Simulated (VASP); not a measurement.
Wanted: the native input for a VASP 6.6.1 run.

```yaml
Task: single point
Functional: PBEsol
Potentials_or_basis: VASP PAW PBE potentials, release 64 (Cu)
Cutoff: 520 eV
k_mesh: 22 × 22 × 22
Occupations: gaussian, width 0.15 eV
Spin: no spin polarisation
Dipole_correction: no
Further_INCAR_settings: ALGO = Normal; EDIFF = 1e-06; NBANDS = 12
```

The structure of Cu lies in POSCAR:

```
Cu
1.0
    0.0000000000      1.7623125000      1.8075000000
    1.7623125000      0.0000000000      1.8075000000
    1.7623125000      1.7623125000      0.0000000000
Cu
1
Direct
    0.0000000000      0.0000000000      0.0000000000
```

This cell differs from its parent crystal: strain -0.025 along x and y, +0.000 along z.

The input as run:

INCAR

```
SYSTEM = Cu
ALGO     = Normal         ! electronic algorithm
EDIFF    = 1E-6           ! SCF threshold, eV
ENCUT    = 520            ! plane-wave cutoff, eV
GGA      = PS             ! functional
ISIF     = 2              ! what is computed and relaxed
ISMEAR   = 0              ! smearing method
LASPH    = .TRUE.         ! aspherical terms in the spheres
LCHARG   = .FALSE.        ! write CHGCAR
LREAL    = .FALSE.        ! projectors in reciprocal space
LWAVE    = .FALSE.        ! write WAVECAR
NBANDS   = 12             ! bands
NELM     = 100            ! most SCF steps
PREC     = Accurate       ! precision mode
SIGMA    = 0.15           ! smearing width, eV
```

KPOINTS

```
k-points
0
G
  22 22 22
  0 0 0
```

Potentials or basis: VASP PAW PBE potentials, release 64 (Cu).

Run with:

```bash
$ cat potpaw_PBE.64/Cu/POTCAR > POTCAR
$ mpirun -np 1 vasp_std > vasp.out
```

It gave:

```json
{
 "Pressure": "2.1 GPa"
}
```

Caveat: the cell differs from its parent crystal (strain -0.025 along x and y, +0.000 along z); the PAW data sets were made with another functional, which shifts forces and pressure a little.

It took 63 s on 1 thread of Intel(R) Xeon(R) Platinum 8375C CPU @ 2.90GHz (Ice Lake), on a shared host, peak memory 0.22 GiB.
